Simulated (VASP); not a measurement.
Input of a VASP 6.6.1 run:

INCAR

```
PREC = Accurate
ENCUT = 520
EDIFF = 1E-6
ISMEAR = 0
SIGMA = 0.02
LREAL = False
LASPH = True
NELM = 80
ALGO = Normal
ISIF = 2
LWAVE = False
LCHARG = True
GGA = PE
LELF = True
LVHAR = True
NBANDS = 45
```

KPOINTS

```
regular mesh
0
Gamma
  6 6 6
```

File POSCAR:

```
LiNbO3
1.0
    2.6115509660      1.5077796532      4.5984613576
   -2.6115509660      1.5077796532      4.5984613576
    0.0000000000     -3.0155593064      4.5984613576
Li Nb O
2 2 6
Direct
    0.2500000000      0.2500000000      0.2500000000
    0.7500000000      0.7500000000      0.7500000000
    0.0000000000      0.0000000000      0.0000000000
    0.5000000000      0.5000000000      0.5000000000
    0.1303293660      0.3696706340      0.7500000000
    0.7500000000      0.1303293660      0.3696706340
    0.3696706340      0.7500000000      0.1303293660
    0.8696706340      0.6303293660      0.2500000000
    0.2500000000      0.8696706340      0.6303293660
    0.6303293660      0.2500000000      0.8696706340
```

Potentials or basis: VASP PAW PBE potentials, release 64 (Li_sv, Nb_sv, O).

Command:

```console
$ cat potpaw_PBE.64/Li_sv/POTCAR potpaw_PBE.64/Nb_sv/POTCAR potpaw_PBE.64/O/POTCAR > POTCAR
$ mpirun -np 1 vasp_std > vasp.out
```

Predict the largest force.

0.021 eV/Å.

What does it give for the band gap on the k mesh?

2.49 eV (least direct gap 2.61 eV).

Forces in eV/Å, atoms in the order of the input:
```
Li   0.000  0.000  0.000
Li   0.000  0.000  0.000
Nb   0.000  0.000  0.000
Nb   0.000  0.000  0.000
O    0.021  0.000  0.000
O   -0.010  0.018  0.000
O   -0.010 -0.018  0.000
O   -0.021  0.000  0.000
O    0.010 -0.018  0.000
O    0.010  0.018  0.000
```

 A k mesh can miss the band edges.
